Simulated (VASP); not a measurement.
**AgI: single point with PBEsol**

The system is AgI.

```
Ag I
1.0
    -2.27931    2.27931    3.22756
     2.27931   -2.27931    3.22756
     2.27931    2.27931   -3.22756
Ag I
1 1
Direct
  0.25000 0.75000 0.50000
  0.00000 0.00000 0.00000
```

```
Program             : VASP 6.6.1
Task                : single point
Functional          : PBEsol
Potentials or basis : VASP PAW PBE potentials, release 64 (Ag, I)
Cutoff              : 500 eV
k mesh              : 8 × 8 × 8
Occupations         : gaussian, width 0.02 eV
Spin                : no spin polarisation
```

| Quantity | Value |
| --- | --- |
| Pressure | 0.0 GPa |
| Band gap on the k mesh | 1.20 eV, direct |

Levels at points of the mesh, in eV from the valence-band top:
```
           k point  band 6  band 7  band 8  band 9  band 10  band 11  band 12  band 13
(0.00, 0.00, 0.00)   -3.18    0.00    0.00    0.00     1.20     5.63     5.63     5.63
(0.50, 0.00, 0.00)   -3.15   -3.03   -0.76   -0.76     2.64     6.12     6.13     7.10
(0.50, 0.50, 0.00)   -3.06   -2.70   -1.88   -1.87     3.42     3.75     8.44     9.62
(0.50, 0.50, 0.50)   -3.06   -2.71   -1.87   -1.87     3.43     3.76     8.43     9.63
```

It took 27 s on 1 thread of Intel(R) Xeon(R) 6975P-C (Granite Rapids) (shared host), peak memory 0.23 GiB.

Caveat: the PAW data sets were made with another functional, which shifts forces and pressure a little; spin-orbit coupling is left out, which moves the levels of the heavy elements. Expect the measured gap to be larger: semilocal functionals such as PBEsol lack the derivative discontinuity.
